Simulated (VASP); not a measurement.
# Bi2H3 (P6/mmm) in VASP: a series of runs, part 2 of 2

VASP 6.6.1.

## Step 4: Relaxation of cell and atoms, PBE

INCAR

```
SYSTEM = Bi2H3
PREC = Accurate
ENCUT = 600
EDIFF = 1E-6
ISMEAR = 0
SIGMA = 0.1
LREAL = .False.
LASPH = .True.
NELM = 60
ALGO = Normal
ISIF = 3
LWAVE = .False.
LCHARG = .False.
GGA = PE
IBRION = 2
NSW = 90
EDIFFG = -0.04
```

KPOINTS

```
Automatic mesh
0
Gamma
  6 6 4
  0 0 0
```

POSCAR

```
Bi2H3
1.0
    4.4255534500      0.0000000000      0.0000000000
   -2.2127767200      3.8326417100      0.0000000000
    0.0000000000      0.0000000000      4.5999313800
Bi H
2 3
Direct
    0.3333333300      0.6666666700      0.0000000000
    0.6666666700      0.3333333300      0.0000000000
    0.3333333300      0.6666666700      0.5000000000
    0.6666666700      0.3333333300      0.5000000000
    0.0000000000      0.0000000000      0.5000000000
```

Potentials or basis: VASP PAW PBE potentials, release 64 (Bi_d, H).

The run is started by

```sh
> cat potpaw_PBE.64/Bi_d/POTCAR potpaw_PBE.64/H/POTCAR > POTCAR
> mpirun -np 1 vasp_std > vasp.out
```

OUTCAR:

```text
SYSTEM = Bi2H3
   PREC = Accurate
   ENCUT = 600
   EDIFF = 1E-6
   ISMEAR = 0
   LREAL = .False.
   LASPH = .True.
   NELM = 60
   ISIF = 3
   GGA = PE
   IBRION = 2
   NSW = 90
   EDIFFG = -0.04

 ion  position               nearest neighbor table
   1  0.333  0.667  0.000-   3 2.30   3 2.30   2 2.56   2 2.56   2 2.56
   2  0.667  0.333  0.000-   4 2.30   4 2.30   1 2.56   1 2.56   1 2.56
   3  0.333  0.667  0.500-   1 2.30   1 2.30
   4  0.667  0.333  0.500-   2 2.30   2 2.30
   5  0.000  0.000  0.500-

  LATTYP: Found a hexagonal cell.
 ALAT       =     4.4255534500
 C/A-ratio  =     1.0394025136

  Lattice vectors:

 A1 = (   4.4255534500,   0.0000000000,   0.0000000000)
 A2 = (  -2.2127767200,   3.8326417100,   0.0000000000)
 A3 = (   0.0000000000,   0.0000000000,   4.5999313800)

Analysis of symmetry for initial positions (statically):
=====================================================================
 Subroutine PRICEL returns:
 Original cell was already a primitive cell.

 Routine SETGRP: Setting up the symmetry group for a
 hexagonal supercell.

 Subroutine GETGRP returns: Found 24 space group operations
 (whereof 24 operations were pure point group operations)
 out of a pool of 24 trial point group operations.

The static configuration has the point symmetry D_6h.

Analysis of symmetry for dynamics (positions and initial velocities):
=====================================================================
 Subroutine PRICEL returns:
 Original cell was already a primitive cell.

 Routine SETGRP: Setting up the symmetry group for a
 hexagonal supercell.

 Subroutine GETGRP returns: Found 24 space group operations
 (whereof 24 operations were pure point group operations)
 out of a pool of 24 trial point group operations.

The dynamic configuration has the point symmetry D_6h.

 Subroutine INISYM returns: Found 24 space group operations
 (whereof 24 operations are pure point group operations),
 and found     1 'primitive' translations

----------------------------------------------------------------------------------------

[... 98 lines left out ...]
   IBRION =      2    ionic relax: 0-MD 1-quasi-New 2-CG
   NFREE  =      1    steps in history (QN), initial steepest desc. (CG)
   ISIF   =      3    stress and relaxation
   ISYM   =      2    0-nonsym 1-usesym 2-fastsym
   POTIM  = 0.5000    time-step for ionic-motion
   TEBEG  =    0.0;   TEEND  =   0.0 temperature during run
   PSTRESS=    0.0 pullay stress
   NELECT =      33.0000    total number of electrons
   NUPDOWN=      -1.0000    fix difference up-down
   EMIN   =  10.00;   EMAX   =-10.00  energy-range for DOS
   EFERMI =   0.00;   METHOD = LEGACY
   ISMEAR =     0;   SIGMA  =   0.10  broadening in eV -4-tet -1-fermi 0-gaus
   EFERMI_NEDOS =   21; number of points for ismear=-14 and -15
   IALGO  =     38    algorithm
   IMIX   =      4    mixing-type and parameters
     AMIX     =   0.40;   BMIX     =  1.00
     AMIX_MAG =   1.60;   BMIX_MAG =  1.00
  volume/ion in A,a.u.               =      15.60       105.30
  Fermi-wavevector in a.u.,A,eV,Ry     =   1.228873  2.322234 20.546559  1.510129
  Thomas-Fermi vector in A             =   2.363782
   LORBIT       =      0    0 simple, 1 ext, 2 COOP (PROOUT), +10 PAW based schemes
   GGA     = PE    functional components
   LHFCALC =     F    Hartree Fock is set to
   AEXX    =    0.0000 exact exchange contribution
   IVDW    =     0    specifies the selected vdW correction
   LEPSILON=     F    determine dielectric tensor
   LRPA    =     F    only Hartree local field effects (RPA)
 conjugate gradient relaxation of ions
 non-spin polarized calculation
 Gauss-broadening in eV      SIGMA  =   0.10
  energy-cutoff  :      600.00
  volume of cell :       78.02
 maximum number of plane-waves:      2646
 NGX is ok and might be reduce to    36
   NGX = 17   NGY = 17   NGZ = 19

--------------------------------------- Ionic step        1  -------------------------------------------

 number of electron      32.9999998 magnetization

 Free energy of the ion-electron system (eV)
  ---------------------------------------------------
  ext. energy  EPLUGINS =         0.00000000
  ---------------------------------------------------
  free energy    TOTEN  =       -10.13906792 eV

  energy without entropy =      -10.13418797  energy(sigma->0) =      -10.13662795

 E-fermi :   5.7612     XC(G=0):  -9.7137

 val. band max:        5.6866736254   @ k =   0.0000   0.0000   0.2500
 cond. band min:       5.7999780498   @ k =   0.1667  -0.0000   0.0000
 fundamental gap:      0.1133044244
 Fermi energy:         5.7611914763

 k-point     1 :       0.0000    0.0000    0.0000
  band No.  band energies     occupation
      1     -18.4071      2.00000
      2     -18.4071      2.00000
      3     -18.3746      2.00000
      4     -18.0776      2.00000
      5     -18.0776      2.00000
      6     -17.8147      2.00000
[... 705 lines left out ...]
--------------------------------------- Ionic step        7  -------------------------------------------

 number of electron      33.0000012 magnetization

 Free energy of the ion-electron system (eV)
  ---------------------------------------------------
  ext. energy  EPLUGINS =         0.00000000
  ---------------------------------------------------
  free energy    TOTEN  =       -14.07427949 eV

  energy without entropy =      -14.06781060  energy(sigma->0) =      -14.07104505

 E-fermi :   3.2432     XC(G=0):  -8.5804

 val. band max:        3.1470410430   @ k =   0.1667   0.1667   0.0000
 cond. band min:       3.2699860061   @ k =   0.3333  -0.0000   0.0000
 fundamental gap:      0.1229449631
 Fermi energy:         3.2432385909

 k-point     1 :       0.0000    0.0000    0.0000
  band No.  band energies     occupation
      1     -19.7097      2.00000
      2     -19.6392      2.00000
      3     -19.6392      2.00000
      4     -19.5878      2.00000
      5     -19.5878      2.00000
      6     -19.5101      2.00000
[... 504 lines left out ...]
  FREE ENERGIE OF THE ION-ELECTRON SYSTEM (eV)
  ---------------------------------------------------
  free  energy   TOTEN  =       -14.0742794888 eV

  energy  without entropy=      -14.0678106044  energy(sigma->0) =      -14.07104505

 reached required accuracy - stopping structural energy minimisation
```

Wall time 4.1 min (1 thread of Oxide Virtual Turin-like, shared host); peak memory 0.2 GiB.

Results:

* Free energy: -14.0743 eV
* Relaxed volume: 20.03 Å³/atom
* Relaxed cell: a = 5.302 Å, b = 5.302 Å, c = 4.114 Å, α = 90.00°, β = 90.00°, γ = 120.00°
* Space group after relaxing (to 0.05 Å): P6/mmm (No. 191)
* Energy gained by relaxing: 787.0 meV/atom
* Ionic steps: 7
* Pressure after relaxing: 0.0 GPa

The path:
| step | energy change (eV) | largest force (eV/Å) | pressure (GPa) | volume (Å³) |
| --- | --- | --- | --- | --- |
| 1 | 0.0000 | 0.0000 | 25.44 | 78.02 |
| 2 | -3.8921 | 0.0000 | -2.10 | 106.41 |
| 3 | -3.8979 | 0.0000 | -1.23 | 102.89 |
| 4 | -3.9046 | 0.0000 | -1.60 | 104.16 |
| 5 | -3.9031 | 0.0000 | -1.48 | 103.64 |
| 6 | -3.9342 | 0.0000 | -0.28 | 100.75 |
| 7 | -3.9352 | 0.0000 | -0.01 | 100.17 |

Final structure:
```yaml
crystal:
  lattice:
    - [5.30227, 0.00000, 0.00000]
    - [-2.65114, 4.59190, 0.00000]
    - [0.00000, 0.00000, 4.11427]
  atoms:
    - { symbol: Bi, position: [0.33333, 0.66667, 0.00000] }
    - { symbol: Bi, position: [0.66667, 0.33333, 0.00000] }
    - { symbol: H, position: [0.33333, 0.66667, 0.50000] }
    - { symbol: H, position: [0.66667, 0.33333, 0.50000] }
    - { symbol: H, position: [0.00000, 0.00000, 0.50000] }
```

Levels at points of the mesh, in eV from the Fermi level:
```csv
k point,band 14,band 15,band 16,band 17,band 18,band 19,band 20
"(0.00, 0.00, 0.00)",-2.39,-1.26,-0.53,-0.25,1.14,1.33,1.33
"(0.50, 0.00, 0.00)",-2.56,-0.52,-0.12,0.38,1.40,1.48,2.74
"(0.00, 0.00, 0.50)",-4.36,-1.88,-1.88,0.05,2.15,2.15,5.44
"(0.50, 0.00, 0.50)",-5.16,-2.62,-1.05,-0.56,3.37,4.30,4.71
```

Caveat: the volume moved by over 15 % at a fixed basis, so the end points are rough; spin-orbit coupling is left out, which moves the levels of the heavy elements.

## Step 5: Summary

```csv
task,cell,cutoff (eV),gap on the mesh (eV),pressure (GPa)
single point,"a = 4.426, b = 4.426, c = 4.600 Å, angles 90.0, 90.0, 120.0°, 5 atoms",520,none,25.4
single point,"a = 5.305, b = 5.305, c = 4.114 Å, angles 90.0, 90.0, 120.0°, 5 atoms",520,none,0.0
relaxation of cell and atoms,"relaxed from a = 4.426, b = 4.426, c = 4.600 Å, angles 90.0, 90.0, 120.0°, 5 atoms",600,none,0.0
```

Alike in all rows: level PBE; potentials or basis VASP PAW PBE potentials, release 64 (Bi_d, H); no spin polarisation; k mesh 6 × 6 × 4; smearing gaussian 0.1 eV.

Caveats: some runs use coarse meshes; spin-orbit coupling is left out, which moves the levels of the heavy elements; the volume moved by over 15 % at a fixed basis, so the end points are rough (some runs).

Absolute energies hang on the potentials; compare differences alone.
